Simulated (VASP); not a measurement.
Crystal: Al5Ga11P16.

```
Ga Al P
1.0
    10.89651    0.00000    0.00000
     0.00000   10.89651    0.00000
     0.00000    0.00000   10.89651
Ga Al P
22 10 32
Cartesian
  10.8838 10.8693 0.0112
  0.0142 5.4678 10.8735
  10.8745 5.4288 5.4162
  5.4364 0.0027 0.0013
  5.4747 10.8958 5.4438
  5.4460 5.4485 0.0026
  5.4468 5.4360 5.4624
  2.7079 2.7189 5.4245
  2.7330 8.1505 10.8721
  8.1778 2.6653 0.0117
  8.1896 8.1958 10.8732
  2.7110 10.8844 2.7077
  2.7152 10.8752 8.1812
  2.7277 5.4677 2.7074
  8.1583 0.0156 2.7006
  8.1702 5.4571 8.1516
  10.8881 2.7030 2.7099
  10.8918 2.7359 8.2131
  10.8833 8.1866 2.7417
  10.8549 8.1747 8.1730
  5.4702 2.7410 2.7195
  5.4466 8.2106 8.1778
  0.0001 0.0215 5.4752
  2.7396 2.7273 10.8891
  2.7168 8.1450 5.4345
  8.1306 2.7135 5.4634
  8.1966 8.1940 5.4168
  2.7387 5.4437 8.1938
  8.1727 0.0233 8.1433
  8.1629 5.4146 2.7055
  5.4522 2.7317 8.1629
  5.4488 8.1377 2.7023
  1.3706 1.3396 1.3691
  1.3379 1.3471 6.8004
  1.3574 6.8221 1.3480
  1.3646 6.8263 6.8197
  6.8218 1.3940 1.3837
  6.8432 1.3814 6.8160
  6.8210 6.8070 1.3404
  6.8346 6.8001 6.7987
  4.0899 4.0978 1.3628
  4.0656 4.0663 6.8231
  4.0932 9.5465 1.3984
  4.0638 9.5504 6.8226
  9.5752 4.1290 1.3626
  9.5252 4.0974 6.8088
  9.5149 9.5262 1.3740
  9.5735 9.5266 6.8053
  4.0929 1.3887 4.0951
  4.0449 1.3783 9.5399
  4.0636 6.8205 4.0522
  4.0869 6.8353 9.5600
  9.5483 1.3281 4.1032
  9.5478 1.3493 9.5339
  9.5762 6.8289 4.0769
  9.5103 6.8137 9.5291
  1.3850 4.0819 4.0705
  1.3425 4.0709 9.5589
  1.3741 9.5527 4.0875
  1.3679 9.5253 9.5238
  6.8269 4.0988 4.0727
  6.8086 4.1229 9.5291
  6.8315 9.5503 4.1046
  6.8169 9.5084 9.5406
```

```yaml
Program: VASP 6.6.1
Task: relaxation of volume and atoms at fixed shape
Functional: PBEsol
Potentials_or_basis: VASP PAW PBE potentials, release 64 (Ga_d, Al, P)
Cutoff: 500 eV
k_mesh: 1 × 1 × 1, shifted
Occupations: fermi-dirac, width 0.05 eV
Spin: no spin polarisation
```

At the start: pressure 0.1 GPa; volume 20.22 Å³/atom.

Q: How do energy, volume and symmetry change on relaxing?

A: Over 11 steps the energy falls by 6.6 meV/atom; space group P1 (No. 1, to 0.1 Å) before and after.

Step by step:
```tsv
step	energy change (eV)	largest force (eV/Å)	pressure (GPa)	volume (Å³)
1	0.0000	0.9049	0.11	1293.79
2	-0.3775	0.2184	-0.16	1296.43
3	-0.3831	0.1741	-0.19	1296.80
4	-0.4071	0.0932	0.10	1292.37
5	-0.4083	0.0833	0.19	1291.05
6	-0.4163	0.0547	-0.03	1294.43
7	-0.4167	0.0566	-0.10	1295.33
8	-0.4205	0.0404	-0.02	1294.11
9	-0.4210	0.0541	0.03	1293.39
10	-0.4230	0.0315	0.02	1293.61
11	-0.4236	0.0296	0.01	1293.78
```

Final structure:
```yaml
crystal:
  lattice:
    - [10.89650, 0.00000, 0.00000]
    - [0.00000, 10.89650, 0.00000]
    - [0.00000, 0.00000, 10.89650]
  atoms:
    - { symbol: Ga, position: [0.00024, 0.99966, 0.00033] }
    - { symbol: Ga, position: [0.99980, 0.50092, 0.00009] }
    - { symbol: Ga, position: [0.00049, 0.49932, 0.49993] }
    - { symbol: Ga, position: [0.50026, 0.00042, 0.00052] }
    - { symbol: Ga, position: [0.49947, 0.00026, 0.50016] }
    - { symbol: Ga, position: [0.50073, 0.50055, 0.99954] }
    - { symbol: Ga, position: [0.49977, 0.50032, 0.50028] }
    - { symbol: Ga, position: [0.25006, 0.25033, 0.49964] }
    - { symbol: Ga, position: [0.25073, 0.75066, 0.99957] }
    - { symbol: Ga, position: [0.75069, 0.25015, 0.99980] }
    - { symbol: Ga, position: [0.75023, 0.75053, 0.99932] }
    - { symbol: Ga, position: [0.25084, 0.00026, 0.25006] }
    - { symbol: Ga, position: [0.24990, 0.00004, 0.75003] }
    - { symbol: Ga, position: [0.24985, 0.50003, 0.24969] }
    - { symbol: Ga, position: [0.74970, 0.00083, 0.24915] }
    - { symbol: Ga, position: [0.74987, 0.50035, 0.74970] }
    - { symbol: Ga, position: [0.00052, 0.24985, 0.24945] }
    - { symbol: Ga, position: [0.99994, 0.25082, 0.75077] }
    - { symbol: Ga, position: [0.00062, 0.75084, 0.24959] }
    - { symbol: Ga, position: [0.00024, 0.74953, 0.75039] }
    - { symbol: Ga, position: [0.49997, 0.25086, 0.25023] }
    - { symbol: Ga, position: [0.50001, 0.75077, 0.75028] }
    - { symbol: Al, position: [0.00011, 0.00017, 0.49975] }
    - { symbol: Al, position: [0.24944, 0.24956, 0.00020] }
    - { symbol: Al, position: [0.24999, 0.74971, 0.49973] }
    - { symbol: Al, position: [0.74972, 0.25025, 0.49956] }
    - { symbol: Al, position: [0.75024, 0.74949, 0.49937] }
    - { symbol: Al, position: [0.24977, 0.50003, 0.74981] }
    - { symbol: Al, position: [0.75000, 0.99982, 0.75009] }
    - { symbol: Al, position: [0.75067, 0.49973, 0.24921] }
    - { symbol: Al, position: [0.49964, 0.24966, 0.74980] }
    - { symbol: Al, position: [0.49994, 0.74997, 0.24955] }
    - { symbol: P, position: [0.12507, 0.12414, 0.12558] }
    - { symbol: P, position: [0.12505, 0.12576, 0.62531] }
    - { symbol: P, position: [0.12526, 0.62570, 0.12446] }
    - { symbol: P, position: [0.12462, 0.62500, 0.62483] }
    - { symbol: P, position: [0.62489, 0.12591, 0.12471] }
    - { symbol: P, position: [0.62497, 0.12498, 0.62488] }
    - { symbol: P, position: [0.62586, 0.62545, 0.12423] }
    - { symbol: P, position: [0.62455, 0.62519, 0.62521] }
    - { symbol: P, position: [0.37501, 0.37529, 0.12457] }
    - { symbol: P, position: [0.37489, 0.37513, 0.62444] }
    - { symbol: P, position: [0.37497, 0.87559, 0.12475] }
    - { symbol: P, position: [0.37474, 0.87502, 0.62495] }
    - { symbol: P, position: [0.87591, 0.37450, 0.12431] }
    - { symbol: P, position: [0.87493, 0.37515, 0.62502] }
    - { symbol: P, position: [0.87452, 0.87496, 0.12471] }
    - { symbol: P, position: [0.87529, 0.87447, 0.62517] }
    - { symbol: P, position: [0.37503, 0.12533, 0.37478] }
    - { symbol: P, position: [0.37481, 0.12445, 0.87522] }
    - { symbol: P, position: [0.37500, 0.62456, 0.37486] }
    - { symbol: P, position: [0.37534, 0.62522, 0.87461] }
    - { symbol: P, position: [0.87502, 0.12553, 0.37409] }
    - { symbol: P, position: [0.87524, 0.12489, 0.87522] }
    - { symbol: P, position: [0.87628, 0.62452, 0.37430] }
    - { symbol: P, position: [0.87448, 0.62498, 0.87464] }
    - { symbol: P, position: [0.12507, 0.37464, 0.37437] }
    - { symbol: P, position: [0.12464, 0.37563, 0.87562] }
    - { symbol: P, position: [0.12590, 0.87558, 0.37453] }
    - { symbol: P, position: [0.12495, 0.87478, 0.87474] }
    - { symbol: P, position: [0.62472, 0.37595, 0.37506] }
    - { symbol: P, position: [0.62529, 0.37488, 0.87464] }
    - { symbol: P, position: [0.62476, 0.87576, 0.37457] }
    - { symbol: P, position: [0.62463, 0.87520, 0.87553] }
```

Caveat: the PAW data sets were made with another functional, which shifts forces and pressure a little.
